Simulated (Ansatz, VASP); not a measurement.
**Two plane-wave programs on Ir**

File POSCAR:

```
Ir
1.0
    0.0000000000      1.8621090000      1.8621090000
    1.8621090000      0.0000000000      1.8621090000
    1.8621090000      1.8621090000      0.0000000000
Ir
1
Direct
    0.0000000000      0.0000000000      0.0000000000
```

Contents of INCAR.step1:

```
SYSTEM = Ir
PREC = Accurate
ENCUT = 620
ISMEAR = 0
SIGMA = 0.15
LREAL = .False.
LASPH = .True.
NELM = 120
NBANDS = 14
GGA = PE
ALGO = Normal
EDIFF = 1E-5
LWAVE = .True.
LCHARG = .False.
GGA_COMPAT = .False.
```

File INCAR.step2:

```
SYSTEM = Ir
PREC = Accurate
ENCUT = 620
EDIFF = 1E-6
ISMEAR = 0
SIGMA = 0.15
LREAL = .False.
LASPH = .True.
NELM = 120
ALGO = Normal
ISIF = 2
LWAVE = .False.
LCHARG = .False.
METAGGA = R2SCAN
LMIXTAU = .True.
NBANDS = 14
ISTART = 1
GGA_COMPAT = .False.
```

File KPOINTS:

```
Automatic mesh
0
Gamma
  22 22 22
  0 0 0
```

Input for Ansatz:

```yaml
crystal:
  lattice:
    - [0.0, 1.862109, 1.862109]
    - [1.862109, 0.0, 1.862109]
    - [1.862109, 1.862109, 0.0]
  atoms:
    - { symbol: Ir, position: [0.0, 0.0, 0.0] }
basis:
  ecutwfc: 500
kpoints:
  mp_grid: { grid: [22, 22, 22] }
hamiltonian:
  xc: r2scan
scf:
  occupations: { method: gaussian, width: 0.15 }
output:
  forces: true
  stress: true
  eigenvalues: true
```

Change from the starting cell: strain -0.030 along x and y, -0.030 along z, atoms carried along.

Alike in both runs: task single point; functional r2SCAN; k mesh 22 × 22 × 22; occupations gaussian, width 0.15 eV; no spin polarisation.

```csv
,VASP,Ansatz
version,VASP 6.6.1,Ansatz 0.2.0
potentials or method,"VASP PAW PBE potentials, release 64 (Ir_sv_GW), cutoff 620 eV","scalar-relativistic, plane waves, PAW"
valence electrons in the cell,17,17
```

VASP gave:

```
gap on the k mesh at the Fermi level (eV) : none
pressure (GPa)                            : 44.7
```

Problem. What did Ansatz give for the same quantities?

Solution. gap on the k mesh at the Fermi level (eV): none; pressure (GPa): 45.8.

VASP's potentials were made for PBE, not for r2SCAN. A gap of «none» marks a metal or a gap that the smearing closes. Both programs put the cell under a high pressure, so it lies far from rest at this level. The functional is the same, so the differences come from potentials, cutoffs and numerics.

Spin-orbit coupling is off throughout.
